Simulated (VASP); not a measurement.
# CoPtO2 (R-3m) in VASP: a series of runs, part 2 of 2

VASP 6.6.1.

## 6. Single point, PBEsol, collinear spin, ferromagnetic start

This run uses another cell than the first one, of 10.26 Å³/atom, 1.020 times its volume.

INCAR

```
SYSTEM = CoPtO2
PREC = Accurate ; ENCUT = 520
EDIFF = 1E-6 ; ISMEAR = -1
SIGMA = 0.05 ; LREAL = .FALSE.
LASPH = .TRUE. ; NELM = 150
ALGO = Normal ; ISIF = 2
LWAVE = .FALSE. ; LCHARG = .TRUE.
ISPIN = 2 ; MAGMOM = 0 4 0 0
LORBIT = 11 ; NUPDOWN = 4.0
LMAXMIX = 4 ; GGA = PS
LELF = .TRUE. ; LVHAR = .TRUE.
NBANDS = 28
```

KPOINTS

```
Automatic mesh
0
G
  9 9 9
  0 0 0
```

POSCAR

```
CoPtO2
1.0
    1.4122699173      0.8153744169      5.9393891094
   -1.4122699173      0.8153744169      5.9393891094
    0.0000000000     -1.6307488338      5.9393891094
Pt Co O
1 1 2
Direct
    0.0000000000      0.0000000000      0.0000000000
    0.5000000000      0.5000000000      0.5000000000
    0.1122440300      0.1122440300      0.1122440300
    0.8877559700      0.8877559700      0.8877559700
```

Potentials or basis: VASP PAW PBE potentials, release 64 (Pt, Co, O).

Launch:

```console
> cat potpaw_PBE.64/Pt/POTCAR potpaw_PBE.64/Co/POTCAR potpaw_PBE.64/O/POTCAR > POTCAR
> mpirun -np 1 vasp_std > vasp.out
```

OUTCAR:

```text
SYSTEM = CoPtO2
   PREC = Accurate
   ENCUT = 520
   EDIFF = 1E-6
   ISMEAR = -1
   LREAL = .FALSE.
   LASPH = .TRUE.
   NELM = 150
   ISIF = 2
   ISPIN = 2
   LORBIT = 11
   NUPDOWN = 4.0
   GGA = PS

 ion  position               nearest neighbor table
   1  0.000  0.000  0.000-   3 2.00   4 2.00
   2  0.500  0.500  0.500-   3 1.90   4 1.90   3 1.90   3 1.90   4 1.90   4 1.90
   3  0.112  0.112  0.112-   2 1.90   2 1.90   2 1.90   1 2.00
   4  0.888  0.888  0.888-   2 1.90   2 1.90   2 1.90   1 2.00

  LATTYP: Found a trigonal (rhomboedric) cell.
 ALAT       =     6.1591951383
 COS(alpha) =     0.8948480128

  Lattice vectors:

 A1 = (   1.4122699173,   0.8153744169,   5.9393891094)
 A2 = (  -1.4122699173,   0.8153744169,   5.9393891094)
 A3 = (   0.0000000000,  -1.6307488338,   5.9393891094)

Analysis of symmetry for initial positions (statically):
=====================================================================
 Subroutine PRICEL returns:
 Original cell was already a primitive cell.

 Routine SETGRP: Setting up the symmetry group for a
 trigonal (rhombohedral) supercell.

 Subroutine GETGRP returns: Found 12 space group operations
 (whereof 12 operations were pure point group operations)
 out of a pool of 12 trial point group operations.

The static configuration has the point symmetry D_3d.

Analysis of symmetry for dynamics (positions and initial velocities):
=====================================================================
 Subroutine PRICEL returns:
 Original cell was already a primitive cell.

 Routine SETGRP: Setting up the symmetry group for a
 trigonal (rhombohedral) supercell.

 Subroutine GETGRP returns: Found 12 space group operations
 (whereof 12 operations were pure point group operations)
 out of a pool of 12 trial point group operations.

The dynamic configuration has the point symmetry D_3d.

Analysis of structural, dynamic, and magnetic symmetry:
=====================================================================
[... 165 lines left out ...]
 cond. band min:       7.9810379478   @ k =  -0.1111   0.4444   0.1111
 fundamental gap:     -1.1758991256
 Fermi energy:         9.1631145949

 spin component 1

 k-point     1 :       0.0000    0.0000    0.0000
  band No.  band energies     occupation
      1     -12.9656      1.00000
      2     -10.9391      1.00000
      3      -1.2724      1.00000
      4       1.2165      1.00000
      5       1.2165      1.00000
      6       1.4310      1.00000
[... 709 lines left out ...]
     26      23.8728      0.00000
     27      24.7605      0.00000

 [... further k-points ...]

 spin component 2

 k-point     1 :       0.0000    0.0000    0.0000
  band No.  band energies     occupation
      1     -12.3912      1.00000
      2     -10.3226      1.00000
      3      -0.7727      1.00000
      4       1.6762      1.00000
      5       2.7028      1.00000
      6       2.7028      1.00000
[... 709 lines left out ...]
     26      24.3859      0.00000
     27      25.1109      0.00000

 [... further k-points ...]

 [bands above 27 left out]

------------------------ aborting loop because EDIFF is reached ----------------------------------------

  FORCE on cell =-STRESS in cart. coord.  units (eV):
  Direction    XX          YY          ZZ          XY          YZ          ZX
  --------------------------------------------------------------------------------------
  -------------------------------------------------------------------------------------
  Total        4.3998916      4.3998916      5.4232816      0.0000000     -0.0000000      0.0000000
  in kB      171.7848023    171.7848023    211.7409813      0.0000000     -0.0000000      0.0000000
  external PRESSURE =     185.1035287 kB  Pullay stress =       0.0000000 kB

 VOLUME and BASIS-vectors are now :
 -----------------------------------------------------------------------------
  energy-cutoff  :      520.00
  volume of cell :       41.04
      direct lattice vectors                 reciprocal lattice vectors
     1.412269917  0.815374417  5.939389109     0.354039971  0.204405072  0.056122495
    -1.412269917  0.815374417  5.939389109    -0.354039971  0.204405072  0.056122495
     0.000000000 -1.630748834  5.939389109     0.000000000 -0.408810145  0.056122495

 POSITION                                       TOTAL-FORCE (eV/Angst)
 -----------------------------------------------------------------------------------
      0.00000      0.00000      0.00000         0.000000     -0.000000     -0.000000
      0.00000      0.00000      8.90908        -0.000000      0.000000     -0.000000
      0.00000      0.00000      1.99998         0.000000     -0.000000     -2.779522
      0.00000      0.00000     15.81818         0.000000     -0.000000      2.779522
 -----------------------------------------------------------------------------------
    total drift:                               -0.000000      0.000000     -0.000000

  FREE ENERGIE OF THE ION-ELECTRON SYSTEM (eV)
  ---------------------------------------------------
  free  energy   TOTEN  =       -26.9996682785 eV

  energy  without entropy=      -26.9597807882  energy(sigma->0) =      -26.97972453

 total charge

# of ion       s       p       d       tot
------------------------------------------
    1        0.647   0.579   7.976   9.201
    2        0.450   0.699   7.191   8.340
    3        1.563   3.474   0.000   5.037
    4        1.563   3.474   0.000   5.037
--------------------------------------------------
tot          4.223   8.226  15.167  27.616

 magnetization (x)

# of ion       s       p       d       tot
------------------------------------------
    1        0.012   0.024   0.464   0.499
    2        0.008   0.027   2.677   2.712
    3        0.027   0.307   0.000   0.335
    4        0.027   0.307   0.000   0.335
--------------------------------------------------
tot          0.075   0.665   3.141   3.881
```

It took 16 min on 1 thread of Intel Xeon Platinum 8259CL at 2.50GHz (Skylake/Cascade Lake), shared host; peak memory 0.51 GiB.

Results:

- Free energy: -26.9997 eV
- Pressure: 18.5 GPa
- Largest force: 2.780 eV/Å
- Net moment: 4.00 μB per cell
- Site moments: Pt +0.50; Co +2.71; O +0.34 μB
- Valence electrons inside the program's atomic spheres: Pt 9.20; Co 8.34; O 5.04

Forces in eV/Å, atoms in the order of the input:
```
Pt   0.000  0.000  0.000
Co   0.000  0.000  0.000
O    0.000  0.000 -2.780
O    0.000  0.000  2.780
```

Caveat: the PAW data sets were made with another functional, which shifts forces and pressure a little; spin-orbit coupling is left out, which moves the levels of the heavy elements; the total moment is fixed, so each spin has its own Fermi level; a cell with one magnetic atom can't hold antiferromagnetic order, which such compounds often take.
